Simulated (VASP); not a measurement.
## NaH: relaxation of cell and atoms with r2SCAN

NaH:

```xyz
2
Lattice="0.0000 2.4160 2.4160 2.4160 0.0000 2.4160 2.4160 2.4160 0.0000" Properties=species:S:1:pos:R:3 pbc="T T T"
Na    0.0000    0.0000    0.0000
H     2.4160    2.4160    2.4160
```

```
Program                : VASP 6.6.1
Task                   : relaxation of cell and atoms
Functional             : r2SCAN
Potentials or basis    : VASP PAW PBE potentials, release 64 (Na_sv, H)
Cutoff                 : 1250 eV
k mesh                 : 8 × 8 × 8
Occupations            : fermi-dirac, width 0.02 eV
Spin                   : no spin polarisation
Dipole correction      : no
Further INCAR settings : ALGO = Normal; EDIFF = 1e-07; IBRION = 2; EDIFFG = -0.005; NSW = 80; ISIF = 3
```

| Quantity | Value |
| --- | --- |
| Relaxed volume | 13.78 Å³/atom |
| Relaxed cell | a = 3.391 Å, b = 3.391 Å, c = 3.391 Å, α = 60.00°, β = 60.00°, γ = 60.00° |
| Space group after relaxing (to 0.1 Å) | Fm-3m (No. 225) |
| Energy gained by relaxing | 0.6 meV/atom |
| Ionic steps | 3 |
| Pressure after relaxing | 0.0 GPa |
| Band gap on the k mesh | 4.40 eV (least direct gap 5.27 eV) |

The path:
| step | energy change (eV) | largest force (eV/Å) | pressure (GPa) | volume (Å³) |
| --- | --- | --- | --- | --- |
| 1 | 0.0000 | 0.0000 | -0.59 | 28.21 |
| 2 | -0.0007 | 0.0000 | -0.42 | 27.99 |
| 3 | -0.0013 | 0.0000 | -0.04 | 27.56 |

Final structure:
```
CELL_PARAMETERS angstrom
0.00000 2.39751 2.39751
2.39751 0.00000 2.39751
2.39751 2.39751 0.00000
ATOMIC_POSITIONS crystal
Na 0.00000 0.00000 0.00000
H 0.50000 0.50000 0.50000
```

Levels at points of the mesh, in eV from the valence-band top:
| k point | band 2 | band 3 | band 4 | band 5 | band 6 | band 7 | band 8 | band 9 |
| --- | --- | --- | --- | --- | --- | --- | --- | --- |
| (0.00, 0.00, 0.00) | -22.84 | -22.84 | -22.84 | -3.64 | 11.63 | 16.80 | 16.80 | 16.80 |
| (0.50, 0.00, 0.00) | -22.94 | -22.85 | -22.85 | -0.86 | 4.40 | 11.84 | 14.24 | 14.24 |
| (0.50, 0.50, 0.00) | -22.93 | -22.88 | -22.88 | -0.17 | 5.22 | 10.94 | 11.52 | 11.52 |

Run time: 110 s on 1 thread of Intel(R) Xeon(R) 6975P-C (Granite Rapids) (shared host), peak memory 0.26 GiB.

Caveat: the PAW data sets were made with another functional, which shifts forces and pressure a little. r2SCAN opens gaps a little over a GGA but as a rule still falls short of measured ones.
